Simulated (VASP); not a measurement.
Sb:

```
CELL_PARAMETERS angstrom
-2.59058 2.59058 3.17733
2.59058 -2.59058 3.17733
2.59058 2.59058 -3.17733
ATOMIC_POSITIONS crystal
Sb 0.75000 0.25000 0.50000
Sb 0.25000 0.75000 0.50000
Sb 0.50000 0.50000 0.00000
```

```yaml
Program: VASP 6.6.1
Task: relaxation of cell and atoms
Functional: PBE
Potentials_or_basis: VASP PAW PBE potentials, release 64 (Sb)
Cutoff: 600 eV
k_mesh: 6 × 6 × 6
Occupations: gaussian, width 0.1 eV
Spin: no spin polarisation
```

At the start: pressure 8.5 GPa; volume 28.43 Å³/atom.

Question: How do energy, volume and symmetry change on relaxing?

Answer: Over 7 steps the energy falls by 122.3 meV/atom and the volume is 32.65 Å³/atom (+14.8 %); space group I4/mmm (No. 139, to 0.05 Å).

The path:
| step | energy change (eV) | largest force (eV/Å) | pressure (GPa) | volume (Å³) |
| --- | --- | --- | --- | --- |
| 1 | 0.0000 | 0.0000 | 8.51 | 85.29 |
| 2 | -0.2481 | 0.0000 | -3.08 | 105.29 |
| 3 | -0.3147 | 0.0000 | -0.28 | 98.10 |
| 4 | -0.3507 | 0.0000 | -0.25 | 98.07 |
| 5 | -0.3646 | 0.0000 | -0.17 | 98.00 |
| 6 | -0.3487 | 0.0000 | 0.25 | 97.74 |
| 7 | -0.3668 | 0.0000 | -0.11 | 97.95 |

Final structure:
```
Sb
1.0
    -2.79459    2.79459    3.13561
     2.79459   -2.79459    3.13561
     2.79459    2.79459   -3.13561
Sb
3
Direct
  0.75000 0.25000 0.50000
  0.25000 0.75000 0.50000
  0.50000 0.50000 0.00000
```
